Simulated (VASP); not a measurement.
Set up this calculation in VASP 6.6.1, as the native input.

- Task: relaxation of cell and atoms
- Functional: LDA
- Potentials or basis: VASP PAW LDA potentials, release 64 (Hf_pv)
- Cutoff: 600 eV
- k mesh: 8 × 8 × 11
- Occupations: fermi-dirac, width 0.1 eV
- Spin: no spin polarisation
- Target pressure: 10 GPa
- Dipole correction: no
- Further INCAR settings: ALGO = Normal; EDIFF = 1e-07; IBRION = 2; EDIFFG = -0.005; NSW = 60; ISIF = 3

The structure of Hf lies in POSCAR:

```
Hf
1.0
    4.7519029525      0.0000000000      0.0000000000
   -2.3759514762      4.1152686731      0.0000000000
    0.0000000000      0.0000000000      2.9461798305
Hf
3
Direct
    0.0000000000      0.0000000000      0.0000000000
    0.3333333333      0.6666666667      0.5000000000
    0.6666666667      0.3333333333      0.5000000000
```

This isn't the form of Hf at room conditions, which is hcp.

One way to write it, as run:

INCAR

```
ALGO = Normal ; EDIFF = 1E-7
EDIFFG = -0.005 ; ENCUT = 600
GGA = CA ; IBRION = 2
ISIF = 3 ; ISMEAR = -1
LASPH = T ; LCHARG = F
LREAL = F ; LWAVE = F
NELM = 60 ; NSW = 60
PREC = Accurate ; PSTRESS = 100.0
SIGMA = 0.1
```

KPOINTS

```
k-points
0
Gamma
  8 8 11
```

Potentials or basis: VASP PAW LDA potentials, release 64 (Hf_pv).

Launch:

```sh
$ cat potpaw_LDA.64/Hf_pv/POTCAR > POTCAR
$ mpirun -np 1 vasp_std > vasp.out
```

Results of the run:

- Relaxed volume: 19.22 Å³/atom
- Relaxed cell: a = 4.742 Å, b = 4.742 Å, c = 2.960 Å, α = 90.00°, β = 90.00°, γ = 120.00°
- Space group after relaxing (to 0.1 Å): P6/mmm (No. 191)
- Energy change on relaxing (the run minimises the enthalpy): -1.1 meV/atom
- Ionic steps: 5
- Pressure after relaxing: 10.0 GPa
- Band gap on the k mesh: zero (bands 15 and 16 overlap by 0.97 eV)

Caveat: the cell is relaxed towards a set pressure, so the run minimises the enthalpy, not the energy; spin-orbit coupling is left out, which moves the levels of the heavy elements.

Run time: 4.9 min on 1 thread of Intel Xeon 8259CL, on a shared host, peak memory 0.21 GiB.
